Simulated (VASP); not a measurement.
Input of a VASP 6.6.1 run:

File INCAR:

```
SYSTEM = InSe
PREC = Accurate ; ENCUT = 520
EDIFF = 1E-6 ; ISMEAR = 0
SIGMA = 0.05 ; LREAL = .False.
LASPH = .True. ; NELM = 60
ALGO = Normal ; ISIF = 2
LWAVE = .False. ; LCHARG = .False.
GGA = PE ; NBANDS = 27
```

Contents of KPOINTS:

```
regular mesh
0
Gamma
  8 8 6
  0 0 0
```

File POSCAR:

```
InSe
1.0
    5.8392919807     -2.1105356280     -0.0132525201
    5.8392919807      2.1105356280     -0.0132525201
   -1.5847151896      0.0000000000      5.2053697564
In Se
2 2
Direct
    0.8879009556      0.8879009556      0.0533034054
    0.1120990444      0.1120990444      0.9466965946
    0.6663292635      0.6663292635      0.6952062322
    0.3336707365      0.3336707365      0.3047937678
```

Potentials or basis: VASP PAW PBE potentials, release 64 (In_d, Se).

Command:

```bash
$ cat potpaw_PBE.64/In_d/POTCAR potpaw_PBE.64/Se/POTCAR > POTCAR
$ mpirun -np 1 vasp_std > vasp.out
```

Predict the largest force.

0.168 eV/Å.

Estimate the band gap on the k mesh.

0.91 eV (least direct gap 1.07 eV).

Stress tensor (GPa, compression positive):
```
-0.84  0.00 -0.63
 0.00 -0.37  0.00
-0.63  0.00  0.21
```

Caveat: the cell differs from its parent crystal (atoms displaced along a vibrational mode, the cell strained); spin-orbit coupling is left out, which moves the levels of the heavy elements. A k mesh can miss the band edges.
